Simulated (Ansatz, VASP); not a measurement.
**One calculation of HPt6, two programs**

INCAR

```
SYSTEM = HPt6
PREC     = Accurate       ! precision mode
ENCUT    = 520            ! plane-wave cutoff, eV
EDIFF    = 1E-6           ! SCF threshold, eV
ISMEAR   = 0              ! smearing method
SIGMA    = 0.1            ! smearing width, eV
LREAL    = .False.        ! projectors in reciprocal space
LASPH    = .True.         ! aspherical terms in the spheres
NELM     = 100            ! most SCF steps
ALGO     = Normal         ! electronic algorithm
ISIF     = 2              ! what is computed and relaxed
LWAVE    = .False.        ! write WAVECAR
LCHARG   = .True.         ! write CHGCAR
LDIPOL   = .True.       
IDIPOL   = 3            
DIPOL    = 0.5 0.5 0.291
GGA      = PE             ! functional
LELF     = .True.         ! ELF
LVHAR    = .True.       
LVACPOTAV= .True.       
NBANDS   = 74             ! bands
```

KPOINTS

```
regular mesh
0
Gamma
  5 5 1
  0 0 0
```

POSCAR

```
HPt6
1.0
    5.6143281343      0.0000000000      0.0000000000
    0.0000000000      5.6143281343      0.0000000000
    0.0000000000      0.0000000000     21.8513792319
Pt H
12 2
Direct
    0.2500000000      0.2500000000      0.1830548066
    0.2500000000      0.7500000000      0.1830548066
    0.7500000000      0.2500000000      0.1830548066
    0.7500000000      0.7500000000      0.1830548066
    0.0000000000      0.0000000000      0.2712126041
    0.0000000000      0.5000000000      0.2712126041
    0.5000000000      0.0000000000      0.2712126041
    0.5000000000      0.5000000000      0.2712126041
    0.2500000000      0.2500000000      0.3593081768
    0.2500000000      0.7500000000      0.3593081768
    0.7500000000      0.2500000000      0.3593081768
    0.7500000000      0.7500000000      0.3593081768
   -0.0818441653      0.0000000000      0.4091906116
    0.0818441653      0.0000000000      0.4091906116
```

Input for Ansatz:

```yaml
crystal:
  lattice:
    - [5.6143281343, 0.0, 0.0]
    - [0.0, 5.6143281343, 0.0]
    - [0.0, 0.0, 21.8513792319]
  atoms:
    - { symbol: Pt, position: [0.25, 0.25, 0.1830548066] }
    - { symbol: Pt, position: [0.25, 0.75, 0.1830548066] }
    - { symbol: Pt, position: [0.75, 0.25, 0.1830548066] }
    - { symbol: Pt, position: [0.75, 0.75, 0.1830548066] }
    - { symbol: Pt, position: [0.0, 0.0, 0.2712126041] }
    - { symbol: Pt, position: [0.0, 0.5, 0.2712126041] }
    - { symbol: Pt, position: [0.5, 0.0, 0.2712126041] }
    - { symbol: Pt, position: [0.5, 0.5, 0.2712126041] }
    - { symbol: Pt, position: [0.25, 0.25, 0.3593081768] }
    - { symbol: Pt, position: [0.25, 0.75, 0.3593081768] }
    - { symbol: Pt, position: [0.75, 0.25, 0.3593081768] }
    - { symbol: Pt, position: [0.75, 0.75, 0.3593081768] }
    - { symbol: H, position: [-0.0818441653, 0.0, 0.4091906116] }
    - { symbol: H, position: [0.0818441653, 0.0, 0.4091906116] }
basis:
  ecutwfc: 420
kpoints:
  mp_grid: { grid: [5, 5, 1] }
hamiltonian:
  xc: pbe
  pseudopotentials: { kind: paw, azcp: { folder: soft_1 } }
scf:
  occupations: { method: gaussian, width: 0.1 }
output:
  forces: true
  eigenvalues: true
efield:
  axis: 3
  dipole_correction: true
  ramp_width: 0.04
```

Alike in both runs: task single point; functional PBE; k mesh 5 × 5 × 1; occupations gaussian, width 0.1 eV; no spin polarisation.

```csv
,VASP,Ansatz
version,VASP 6.6.1,Ansatz 0.2.0
potentials or method,"VASP PAW PBE potentials, release 64 (Pt, H), cutoff 520 eV","scalar-relativistic, plane waves, PAW"
valence electrons in the cell,122,218
```

VASP gave:

* gap on the k mesh at the Fermi level (eV): none
* rms of the force components (eV/Å): 0.392
* work function, face that differs most (eV): 5.65

Q: Which values does Ansatz return?

A: gap on the k mesh at the Fermi level (eV): none; rms of the force components (eV/Å): 0.396; work function, face that differs most (eV): 5.65.

Atom by atom the forces differ by 0.009 eV/Å (rms over components). A gap of «none» marks a metal or a gap that the smearing closes. VASP's potentials hold 122 valence electrons a cell and Ansatz's 218, so a difference there can come from the potentials and not from the codes.

Neither program's run includes spin-orbit coupling.
